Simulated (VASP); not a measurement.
# SnSe in VASP: single point with LDA

Aim: the single point of SnSe with LDA.

Program: VASP 6.6.1. These are calculated values, not measurements. Logs are shortened: lines on timing, memory, paths and dates and some standing lists are left out, and cuts for length are marked.

## 1. The cell of the first run

The cell holds a slab with vacuum, 4 atoms: a = 4.285 Å, b = 4.285 Å, c = 10.991 Å, α = 90.00°, β = 90.00°, γ = 90.00°.

## 2. Single point, LDA

Contents of INCAR:

```
  ALGO = Normal
  EDIFF = 1E-7
  ENCUT = 520
  ISIF = 2
  ISMEAR = 0
  LASPH = True
  LCHARG = False
  LREAL = False
  LWAVE = False
  NBANDS = 28
  NELM = 60
  PREC = Accurate
  SIGMA = 0.05
```

Contents of KPOINTS:

```
k-points
0
Gamma
  6 6 4
```

Contents of POSCAR:

```
SnSe
1.0
    4.2853274191      0.0000000000      0.0000000000
    0.0000000000      4.2853274191      0.0000000000
    0.0000000000      0.0000000000     10.9906921300
Sn Se
2 2
Direct
    0.5000000000      0.0000000000      0.3631305019
    0.0000000000      0.5000000000      0.6186722819
    0.5000000000      0.0000000000      0.6160394900
    0.0000000000      0.5000000000      0.3839605100
```

Potentials or basis: VASP PAW LDA potentials, release 64 (Sn_d, Se).

Run with:

```bash
cat potpaw_LDA.64/Sn_d/POTCAR potpaw_LDA.64/Se/POTCAR > POTCAR
mpirun -np 1 vasp_std > vasp.out
```

OUTCAR:

```text
EDIFF = 1E-7
   ENCUT = 520
   ISIF = 2
   ISMEAR = 0
   LASPH = True
   LREAL = False
   NELM = 60
   PREC = Accurate

 ion  position               nearest neighbor table
   1  0.500  0.000  0.363-   3 2.78   4 3.04   4 3.04   4 3.04   4 3.04
   2  0.000  0.500  0.619-   4 2.58   3 3.03   3 3.03   3 3.03   3 3.03
   3  0.500  0.000  0.616-   1 2.78   2 3.03   2 3.03   2 3.03   2 3.03
   4  0.000  0.500  0.384-   2 2.58   1 3.04   1 3.04   1 3.04   1 3.04

  LATTYP: Found a simple tetragonal cell.
 ALAT       =     4.2853274191
 C/A-ratio  =     2.5647263453

  Lattice vectors:

 A1 = (   4.2853274191,   0.0000000000,   0.0000000000)
 A2 = (   0.0000000000,   4.2853274191,   0.0000000000)
 A3 = (   0.0000000000,   0.0000000000,  10.9906921300)

Analysis of symmetry for initial positions (statically):
=====================================================================
 Subroutine PRICEL returns:
 Original cell was already a primitive cell.

 Routine SETGRP: Setting up the symmetry group for a
 simple tetragonal supercell.

 Subroutine GETGRP returns: Found  8 space group operations
 (whereof  4 operations were pure point group operations)
 out of a pool of 16 trial point group operations.

The static configuration has the point symmetry C_2v.
 The point group associated with its full space group is C_4v.

Analysis of symmetry for dynamics (positions and initial velocities):
=====================================================================
 Subroutine PRICEL returns:
 Original cell was already a primitive cell.

 Routine SETGRP: Setting up the symmetry group for a
 simple tetragonal supercell.

 Subroutine GETGRP returns: Found  8 space group operations
 (whereof  4 operations were pure point group operations)
 out of a pool of 16 trial point group operations.

The dynamic configuration has the point symmetry C_2v.
 The point group associated with its full space group is C_4v.

 Subroutine INISYM returns: Found  8 space group operations
 (whereof  4 operations are pure point group operations),
 and found     1 'primitive' translations

----------------------------------------------------------------------------------------

                                     Primitive cell

  volume of cell :     201.8334

  direct lattice vectors                    reciprocal lattice vectors
     4.285327419  0.000000000  0.000000000     0.233354398  0.000000000  0.000000000
[... 91 lines left out ...]
   LREAL  =      F    real-space projection
   EDIFFG = 0.1E-05   stopping-criterion for IOM
   NSW    =      0    number of steps for IOM
   IBRION =     -1    ionic relax: 0-MD 1-quasi-New 2-CG
   NFREE  =      0    steps in history (QN), initial steepest desc. (CG)
   ISIF   =      2    stress and relaxation
   ISYM   =      2    0-nonsym 1-usesym 2-fastsym
   POTIM  = 0.5000    time-step for ionic-motion
   TEBEG  =    0.0;   TEEND  =   0.0 temperature during run
   PSTRESS=    0.0 pullay stress
   NELECT =      40.0000    total number of electrons
   NUPDOWN=      -1.0000    fix difference up-down
   EMIN   =  10.00;   EMAX   =-10.00  energy-range for DOS
   EFERMI =   0.00;   METHOD = LEGACY
   ISMEAR =     0;   SIGMA  =   0.05  broadening in eV -4-tet -1-fermi 0-gaus
   EFERMI_NEDOS =   21; number of points for ismear=-14 and -15
   IALGO  =     38    algorithm
   IMIX   =      4    mixing-type and parameters
     AMIX     =   0.40;   BMIX     =  1.00
     AMIX_MAG =   1.60;   BMIX_MAG =  1.00
  volume/ion in A,a.u.               =      50.46       340.51
  Fermi-wavevector in a.u.,A,eV,Ry     =   0.954473  1.803693 12.395171  0.911019
  Thomas-Fermi vector in A             =   2.083223
   LORBIT       =      0    0 simple, 1 ext, 2 COOP (PROOUT), +10 PAW based schemes
   GGA     = CA    functional components
   LHFCALC =     F    Hartree Fock is set to
   AEXX    =    0.0000 exact exchange contribution
   IVDW    =     0    specifies the selected vdW correction
   LEPSILON=     F    determine dielectric tensor
   LRPA    =     F    only Hartree local field effects (RPA)
 non-spin polarized calculation
 Gauss-broadening in eV      SIGMA  =   0.05
  energy-cutoff  :      520.00
  volume of cell :      201.83
 maximum number of plane-waves:      5480
 NGX is ok and might be reduce to    32
   NGX = 15   NGY = 15   NGZ = 41

 number of electron      40.0000018 magnetization

 Free energy of the ion-electron system (eV)
  ---------------------------------------------------
  ext. energy  EPLUGINS =         0.00000000
  ---------------------------------------------------
  free energy    TOTEN  =       -18.36513272 eV

  energy without entropy =      -18.36513272  energy(sigma->0) =      -18.36513272

 E-fermi :   0.7064     XC(G=0):  -6.2364

 val. band max:        0.4743204384   @ k =   0.5000   0.0000   0.0000
 cond. band min:       1.8289691052   @ k =   0.3333   0.0000   0.5000
 fundamental gap:      1.3546486668
 Fermi energy:         0.7064209378

 k-point     1 :       0.0000    0.0000    0.0000
  band No.  band energies     occupation
      1     -20.7268      2.00000
      2     -20.7203      2.00000
      3     -20.6935      2.00000
      4     -20.6780      2.00000
      5     -20.6780      2.00000
      6     -20.3990      2.00000
[... 733 lines left out ...]
     27       6.6362      0.00000
     28       6.8569      0.00000

 [... further k-points ...]

------------------------ aborting loop because EDIFF is reached ----------------------------------------

  FORCE on cell =-STRESS in cart. coord.  units (eV):
  Direction    XX          YY          ZZ          XY          YZ          ZX
  --------------------------------------------------------------------------------------
  -------------------------------------------------------------------------------------
  Total       -2.2513087     -2.2513087     -0.2363954      0.0000000      0.0000000      0.0000000
  in kB      -17.8711530    -17.8711530     -1.8765348      0.0000000      0.0000000      0.0000000
  external PRESSURE =     -12.5396136 kB  Pullay stress =       0.0000000 kB

 VOLUME and BASIS-vectors are now :
 -----------------------------------------------------------------------------
  energy-cutoff  :      520.00
  volume of cell :      201.83
      direct lattice vectors                 reciprocal lattice vectors
     4.285327419  0.000000000  0.000000000     0.233354398  0.000000000  0.000000000
     0.000000000  4.285327419  0.000000000     0.000000000  0.233354398  0.000000000
     0.000000000  0.000000000 10.990692130     0.000000000  0.000000000  0.090986081

 POSITION                                       TOTAL-FORCE (eV/Angst)
 -----------------------------------------------------------------------------------
      2.14266      0.00000      3.99106         0.000000      0.000000      0.778417
      0.00000      2.14266      6.79964         0.000000      0.000000      0.568065
      2.14266      0.00000      6.77070         0.000000      0.000000     -0.585665
      0.00000      2.14266      4.21999         0.000000      0.000000     -0.760817
 -----------------------------------------------------------------------------------
    total drift:                                0.000000      0.000000      0.000047

  FREE ENERGIE OF THE ION-ELECTRON SYSTEM (eV)
  ---------------------------------------------------
  free  energy   TOTEN  =       -18.3651327182 eV

  energy  without entropy=      -18.3651327182  energy(sigma->0) =      -18.36513272
```

stdout:

```text
POSCAR found type information on POSCAR SnSe
 POSCAR found :  2 types and       4 ions
 scaLAPACK will be used
 LDA part: xc-table for (Slater(with rela. corr.)+CA(PZ))
 , standard interpolation
 POSCAR, INCAR and KPOINTS ok, starting setup
 FFT: planning ... GRIDC
 FFT: planning ... GRID_SOFT
 FFT: planning ... GRID
 WAVECAR not read
 entering main loop
```

It took 4.7 min on 1 thread of AMD EPYC 7R13, shared host; peak memory 0.29 GiB.

What came out:

```
Free energy            : -18.3651 eV
Largest force          : 0.778 eV/Å
Band gap on the k mesh : 1.35 eV (least direct gap 1.36 eV)
```

Forces on the atoms (eV/Å):
```
Sn   0.000  0.000  0.778
Sn   0.000  0.000  0.568
Se   0.000  0.000 -0.586
Se   0.000  0.000 -0.761
```

Levels at points of the mesh, in eV from the valence-band top:
```csv
k point,band 16,band 17,band 18,band 19,band 20,band 21,band 22,band 23,band 24,band 25
"(0.00, 0.00, 0.00)",-3.03,-3.03,-1.66,-1.66,-0.28,1.52,3.75,3.79,4.26,4.26
"(0.50, 0.00, 0.00)",-2.09,-1.66,-1.33,-0.54,0.00,1.36,1.58,1.88,2.17,2.81
"(0.50, 0.50, 0.00)",-4.78,-3.19,-3.19,-1.70,-1.63,3.26,4.01,4.33,4.33,5.19
"(0.00, 0.00, 0.50)",-3.03,-3.03,-1.66,-1.66,-0.28,1.39,3.75,4.26,4.26,4.67
"(0.50, 0.00, 0.50)",-2.09,-1.66,-1.33,-0.55,0.00,1.36,1.58,1.88,2.17,2.75
"(0.50, 0.50, 0.50)",-4.78,-3.19,-3.19,-1.69,-1.63,3.23,3.97,4.35,4.35,5.19
```

Caveat: the cell differs from its parent crystal (all Sn atoms moved -0.100 Å, as atom 1 towards its neighbour atom 3 (Se) at 2.680 Å); there is no dipole correction, which matters where the two faces differ; spin-orbit coupling is left out, which moves the levels of the heavy elements.
